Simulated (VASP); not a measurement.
## InSb: single point with PBE

InSb:

```
In Sb
1.0
     0.00000    3.23910    3.27149
     3.23910    0.00000    3.27149
     3.23910    3.23910    0.00000
In Sb
1 1
Direct
  0.00000 0.00000 0.00000
  0.75000 0.75000 0.75000
```

This cell differs from its parent crystal: zz strain of +1 %.

```json
{"Program": "VASP 6.6.1", "Task": "single point", "Functional": "PBE", "Potentials or basis": "VASP PAW PBE potentials, release 64 (In_d, Sb)", "Cutoff": "520 eV", "k mesh": "10 × 10 × 10", "Occupations": "fermi-dirac, width 0.03 eV", "Spin": "no spin polarisation"}
```

* Pressure: 2.6 GPa
* Band gap on the k mesh: zero (filled and empty bands touch)

Stress tensor (GPa, compression positive):
```
2.70 0.00 0.00
0.00 2.70 0.00
0.00 0.00 2.44
```

Levels at points of the mesh, in eV from the Fermi level:
```csv
k point,band 7,band 8,band 9,band 10,band 11,band 12
"(0.00, 0.00, 0.00)",-0.27,-0.06,-0.01,-0.01,2.93,2.93
"(0.50, 0.00, 0.00)",-5.60,-1.05,-0.99,0.49,3.76,3.81
"(0.50, 0.50, 0.00)",-5.93,-2.23,-2.23,1.35,1.37,8.06
"(0.50, 0.00, 0.50)",-5.89,-2.28,-2.27,1.28,1.32,8.05
```

Run time: 68 s on 1 thread of AMD EPYC 9R45 96-Core Processor (Zen 5), with other jobs on the host, peak memory 0.25 GiB.

Caveat: the cell differs from its parent crystal (zz strain of +1 %); semilocal functionals underestimate gaps, and a narrow one can read as zero; spin-orbit coupling is left out, which moves the levels of the heavy elements.
